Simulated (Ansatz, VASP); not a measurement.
# Cu: VASP beside Ansatz

INCAR

```
SYSTEM = Cu
PREC = Accurate
ENCUT = 520
EDIFF = 1E-6
ISMEAR = -1
SIGMA = 0.06
LREAL = .FALSE.
LASPH = .TRUE.
NELM = 100
ALGO = Normal
ISIF = 2
LWAVE = .FALSE.
LCHARG = .FALSE.
GGA = PS
NBANDS = 12
```

File KPOINTS:

```
regular mesh
0
G
  12 12 12
  0 0 0
```

The input POSCAR:

```
Cu
1.0
    0.0000000000      1.7909305000      1.7909305000
    1.7909305000      0.0000000000      1.7909305000
    1.7909305000      1.7909305000      0.0000000000
Cu
1
Direct
    0.0000000000      0.0000000000      0.0000000000
```

Input for Ansatz:

```yaml
crystal:
  atoms:
  - position: [0.0, 0.0, 0.0]
    symbol: Cu
  lattice:
  - [0.0, 1.7909305, 1.7909305]
  - [1.7909305, 0.0, 1.7909305]
  - [1.7909305, 1.7909305, 0.0]
hamiltonian:
  dispersion: none
  pseudopotentials:
    dirac_shells:
      Cu: [2p]
    kind: all_electron
    lapw: {}
    relativity: scalar
  xc: pbesol
kpoints:
  mp_grid:
    grid: [12, 12, 12]
    shift: [0, 0, 0]
magnetization: {spin_polarized: false}
output: {forces: true, stress: true}
scf:
  occupations: {method: fermi_dirac, width: 0.06}
```

Alike in both runs: task single point; functional PBEsol; k mesh 12 × 12 × 12; occupations fermi-dirac, width 0.06 eV; no spin polarisation.

```csv
,VASP,Ansatz
version,VASP 6.6.1,Ansatz 0.2 development build
potentials or method,"VASP PAW PBE potentials, release 64 (Cu), cutoff 520 eV","all-electron full-potential LAPW, scalar-relativistic"
```

|  | VASP | Ansatz | Ansatz less VASP |
| --- | --- | --- | --- |
| pressure (GPa) | -1.8 | -2.5 | -0.72 |

VASP's potentials were made for PBE, not for PBEsol. Ansatz ran all-electron here, and VASP with PAW potentials.
